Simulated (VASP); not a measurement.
# LiBe in VASP: density of states with PBE

Aim: the density of states of LiBe with PBE.

Program: VASP 6.6.1. These are calculated values, not measurements. Logs are shortened: lines on timing, memory, paths and dates and some standing lists are left out, and cuts for length are marked.

### 1 The cell of the first run

The cell holds a sheet with vacuum, 2 atoms: a = 3.377 Å, b = 3.377 Å, c = 23.800 Å, α = 90.00°, β = 90.00°, γ = 90.00°.

### 2 Density of states, PBE

Input file POSCAR:

```
LiBe
1.0
    3.3768352164      0.0000000000      0.0000000000
    0.0000000000      3.3768352164      0.0000000000
    0.0000000000      0.0000000000     23.8000000000
Li Be
1 1
Direct
    0.0000000000      0.0000000000      0.2941176471
    0.5000000000      0.5000000000      0.2941176471
```

Input file INCAR.step1:

```
  PREC = Accurate
  ENCUT = 520
  EDIFF = 1E-6
  ISMEAR = 0
  SIGMA = 0.1
  LREAL = F
  LASPH = T
  NELM = 100
  ALGO = Normal
  ISIF = 2
  LWAVE = F
  LCHARG = T
  LDIPOL = T
  IDIPOL = 3
  DIPOL = 0.5 0.5 0.294
  GGA = PE
  NBANDS = 10
```

Input file KPOINTS.step1:

```
regular mesh
0
Gamma
  16 16 1
```

Input file INCAR.step2:

```
  PREC = Accurate
  ENCUT = 520
  EDIFF = 1E-6
  ISMEAR = -5
  SIGMA = 0.1
  LREAL = F
  LASPH = T
  NELM = 100
  ALGO = Normal
  ISIF = 2
  LWAVE = F
  LCHARG = F
  LDIPOL = T
  IDIPOL = 3
  DIPOL = 0.5 0.5 0.294
  GGA = PE
  LORBIT = 10
  NEDOS = 2001
  ICHARG = 11
```

Input file KPOINTS.step2:

```
regular mesh
0
Gamma
  24 24 1
```

Potentials or basis: VASP PAW PBE potentials, release 64 (Li_sv, Be).

The run is started by

```bash
$ cat potpaw_PBE.64/Li_sv/POTCAR potpaw_PBE.64/Be/POTCAR > POTCAR
$ cp INCAR.step1 INCAR
$ cp KPOINTS.step1 KPOINTS
$ mpirun -np 1 vasp_std > vasp.out
$ cp INCAR.step2 INCAR
$ cp KPOINTS.step2 KPOINTS
$ mpirun -np 1 vasp_std > vasp.out
```

OUTCAR:

```text
PREC = Accurate
   ENCUT = 520
   EDIFF = 1E-6
   ISMEAR = -5
   LREAL = F
   LASPH = T
   NELM = 100
   ISIF = 2
   GGA = PE
   LORBIT = 10
   ICHARG = 11

 ion  position               nearest neighbor table
   1  0.000  0.000  0.294-   2 2.39   2 2.39   2 2.39   2 2.39
   2  0.500  0.500  0.294-   1 2.39   1 2.39   1 2.39   1 2.39

  LATTYP: Found a simple tetragonal cell.
 ALAT       =     3.3768352164
 C/A-ratio  =     7.0480193657

  Lattice vectors:

 A1 = (   3.3768352164,   0.0000000000,   0.0000000000)
 A2 = (   0.0000000000,   3.3768352164,   0.0000000000)
 A3 = (   0.0000000000,   0.0000000000,  23.8000000000)

Analysis of symmetry for initial positions (statically):
=====================================================================
 Subroutine PRICEL returns:
 Original cell was already a primitive cell.

 Routine SETGRP: Setting up the symmetry group for a
 simple tetragonal supercell.

 Subroutine GETGRP returns: Found 16 space group operations
 (whereof  8 operations were pure point group operations)
 out of a pool of 16 trial point group operations.

The static configuration has the point symmetry C_4v.
 The point group associated with its full space group is D_4h.

Analysis of symmetry for dynamics (positions and initial velocities):
=====================================================================
 Subroutine PRICEL returns:
 Original cell was already a primitive cell.

 Routine SETGRP: Setting up the symmetry group for a
 simple tetragonal supercell.

 Subroutine GETGRP returns: Found 16 space group operations
 (whereof  8 operations were pure point group operations)
 out of a pool of 16 trial point group operations.

The dynamic configuration has the point symmetry C_4v.
 The point group associated with its full space group is D_4h.

 Subroutine INISYM returns: Found 16 space group operations
 (whereof  8 operations are pure point group operations),
 and found     1 'primitive' translations

----------------------------------------------------------------------------------------

                                     Primitive cell

  volume of cell :     271.3918

  direct lattice vectors                    reciprocal lattice vectors
     3.376835216  0.000000000  0.000000000     0.296135267  0.000000000  0.000000000
[... 100 lines left out ...]
   NUPDOWN=      -1.0000    fix difference up-down
   EMIN   =  10.00;   EMAX   =-10.00  energy-range for DOS
   EFERMI =   0.00;   METHOD = LEGACY
   ISMEAR =    -5;   SIGMA  =   0.10  broadening in eV -4-tet -1-fermi 0-gaus
   EFERMI_NEDOS =   21; number of points for ismear=-14 and -15
   IALGO  =     38    algorithm
   IMIX   =      4    mixing-type and parameters
     AMIX     =   0.40;   BMIX     =  1.00
     AMIX_MAG =   1.60;   BMIX_MAG =  1.00
  volume/ion in A,a.u.               =     135.70       915.72
  Fermi-wavevector in a.u.,A,eV,Ry     =   0.432380  0.817080  2.543647  0.186953
  Thomas-Fermi vector in A             =   1.402125
   LORBIT       =     10    0 simple, 1 ext, 2 COOP (PROOUT), +10 PAW based schemes
   GGA     = PE    functional components
   LHFCALC =     F    Hartree Fock is set to
   AEXX    =    0.0000 exact exchange contribution
   IVDW    =     0    specifies the selected vdW correction
   LEPSILON=     F    determine dielectric tensor
   LRPA    =     F    only Hartree local field effects (RPA)
 non-spin polarized calculation
 Fermi weights with tetrahedron method with Bloechl corrections
  energy-cutoff  :      520.00
  volume of cell :      271.39
 maximum number of plane-waves:      7352
 NGX is ok and might be reduce to    28

 number of electron       4.9999987 magnetization

 dipolmoment           0.000000      0.000000     -0.000041 electrons x Angstroem

 Free energy of the ion-electron system (eV)
  ---------------------------------------------------
  ext. energy  EPLUGINS =         0.00000000
  ---------------------------------------------------
  free energy    TOTEN  =        -3.06463228 eV

  energy without entropy =       -3.06463228  energy(sigma->0) =       -3.06463228

 E-fermi :  -3.2585     XC(G=0):  -1.5316

 val. band max:       -3.2518878983   @ k =   0.3750   0.3333   0.0000
 cond. band min:      -3.2602506595   @ k =   0.1250   0.0833   0.0000
 fundamental gap:     -0.0083627612
 Fermi energy:        -3.2584823288

 k-point     1 :       0.0000    0.0000    0.0000
  band No.  band energies     occupation
      1     -48.9049      2.00000
      2      -7.3241      2.00000
      3      -3.5386      2.00000
      4       0.1055      0.00000
      5       0.6009      0.00000
      6       0.6228      0.00000
[... 199 lines left out ...]
 k-point    24 :       0.4583    0.0417    0.0000
  band No.  band energies     occupation
      1     -48.9027      2.00000
      2      -5.7805      2.00000
      3      -3.9058      2.00000
      4      -1.2452      0.00000
      5       0.7517      0.00000
      6       2.1933      0.00000

 [... further k-points ...]

------------------------ aborting loop because EDIFF is reached ----------------------------------------

 vacuum level on the upper side and lower side of the slab       (xc-potential included)        -0.007        -0.007

  FORCE on cell =-STRESS in cart. coord.  units (eV):
  Direction    XX          YY          ZZ          XY          YZ          ZX
  --------------------------------------------------------------------------------------
  -------------------------------------------------------------------------------------
  Total        0.0095396      0.0095396      0.0350343      0.0000000      0.0000000      0.0000000
  in kB        0.0563173      0.0563173      0.2068268      0.0000000      0.0000000      0.0000000
  external PRESSURE =       0.1064871 kB  Pullay stress =       0.0000000 kB

 VOLUME and BASIS-vectors are now :
 -----------------------------------------------------------------------------
  energy-cutoff  :      520.00
  volume of cell :      271.39
      direct lattice vectors                 reciprocal lattice vectors
     3.376835216  0.000000000  0.000000000     0.296135267  0.000000000  0.000000000
     0.000000000  3.376835216  0.000000000     0.000000000  0.296135267  0.000000000
     0.000000000  0.000000000 23.800000000     0.000000000  0.000000000  0.042016807

 POSITION                                       TOTAL-FORCE (eV/Angst)
 -----------------------------------------------------------------------------------
      0.00000      0.00000      7.00000         0.000000     -0.000000      0.000000
      1.68842      1.68842      7.00000         0.000000      0.000000     -0.000000
 -----------------------------------------------------------------------------------
    total drift:                                0.000000     -0.000000     -0.003191

  FREE ENERGIE OF THE ION-ELECTRON SYSTEM (eV)
  ---------------------------------------------------
  free  energy   TOTEN  =        -3.0646322764 eV

  energy  without entropy=       -3.0646322764  energy(sigma->0) =       -3.06463228

 vacuum level on the upper side and lower side of the slab         0.667         0.668

 total charge

# of ion       s       p       d       tot
------------------------------------------
    1        2.041   0.069   0.000   2.111
    2        0.496   0.295   0.000   0.791
--------------------------------------------------
tot          2.537   0.364   0.000   2.901
```

OUTCAR.step1:

```text
PREC = Accurate
   ENCUT = 520
   EDIFF = 1E-6
   ISMEAR = 0
   LREAL = F
   LASPH = T
   NELM = 100
   ISIF = 2
[... 541 lines left out ...]
      0.00000      0.00000      7.00000         0.000000      0.000000      0.000000
      1.68842      1.68842      7.00000        -0.000000      0.000000     -0.000000
 -----------------------------------------------------------------------------------
    total drift:                               -0.000000     -0.000000      0.000013

  FREE ENERGIE OF THE ION-ELECTRON SYSTEM (eV)
  ---------------------------------------------------
  free  energy   TOTEN  =        -3.0616431566 eV

  energy  without entropy=       -3.0503202177  energy(sigma->0) =       -3.05598169

 vacuum level on the upper side and lower side of the slab         0.668         0.668
```

Run time: 3.9 min. Hardware: 1 thread of AMD EPYC 7R13 (Zen 3), shared host; peak memory 0.41 GiB.

What came out:

```yaml
Valence_electrons_inside_the_program's_atomic_spheres: Li 2.11; Be 0.79
```

Levels at points of the mesh, in eV from the Fermi level:
| k point | band 1 | band 2 | band 3 | band 4 | band 5 | band 6 |
| --- | --- | --- | --- | --- | --- | --- |
| (0.00, 0.00, 0.00) | -45.65 | -4.07 | -0.28 | 3.36 | 3.86 | 3.88 |
| (0.50, 0.00, 0.00) | -45.64 | -2.47 | -0.75 | 2.12 | 3.83 | 5.62 |
| (0.50, 0.50, 0.00) | -45.64 | -0.47 | -0.47 | 0.67 | 3.82 | 5.86 |

Caveat: the cutoff is under 1.25 times the usual one of these potentials, so pressure, stress and relaxed cells hold a basis-set (Pulay) error; tetrahedron occupations give inexact forces and stress in metals.
